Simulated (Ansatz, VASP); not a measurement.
Ir: VASP beside Ansatz

Contents of INCAR:

```
PREC = Accurate ; ENCUT = 520
EDIFF = 1E-6 ; ISMEAR = 0
SIGMA = 0.15 ; LREAL = F
LASPH = T ; NELM = 100
ALGO = Fast ; ISIF = 2
LWAVE = F ; LCHARG = F
GGA = PE ; NBANDS = 10
```

The input KPOINTS:

```
regular mesh
0
Gamma
  20 20 20
```

The input POSCAR:

```
Ir
1.0
   -0.1015970341      1.9351816027      2.2254588431
    1.9351816027     -0.1015970341      2.2254588431
    1.8335845686      1.8335845686      0.0000000000
Ir
1
Direct
    0.0000000000      0.0000000000      0.0000000000
```

Input for Ansatz:

```yaml
crystal:
  lattice:
    - [-0.1015970341, 1.9351816027, 2.2254588431]
    - [1.9351816027, -0.1015970341, 2.2254588431]
    - [1.8335845686, 1.8335845686, 0.0]
  atoms:
    - { symbol: Ir, position: [0.0, 0.0, 0.0] }
basis:
  ecutwfc: 420
kpoints:
  mp_grid: { grid: [20, 20, 20] }
hamiltonian:
  xc: pbe
  pseudopotentials: { kind: paw, azcp: { folder: soft_1 } }
scf:
  occupations: { method: gaussian, width: 0.15 }
output:
  forces: true
  stress: true
  eigenvalues: true
```

Change from the starting cell: engineering shear strain xy -0.1050, normal strain along z +0.1500.

Alike in both runs: task single point; functional PBE; k mesh 20 × 20 × 20; occupations gaussian, width 0.15 eV; no spin polarisation.

|  | VASP | Ansatz |
| --- | --- | --- |
| version | VASP 6.6.1 | Ansatz 0.2.0 |
| potentials or method | VASP PAW PBE potentials, release 64 (Ir), cutoff 520 eV | scalar-relativistic, plane waves, PAW |
| valence electrons in the cell | 9 | 17 |

|  | VASP | Ansatz | Ansatz less VASP |
| --- | --- | --- | --- |
| gap on the k mesh at the Fermi level (eV) | none | none | - |
| pressure (GPa) | -25.5 | -25.8 | -0.32 |
| traceless stress, the component that is largest in VASP (GPa) | -21.48 | -21.63 | -0.150 |

A gap of «none» marks a metal or a gap that the smearing closes. VASP's potentials hold 9 valence electrons a cell and Ansatz's 17, so a difference there can come from the potentials and not from the codes.

Neither program's run includes spin-orbit coupling.
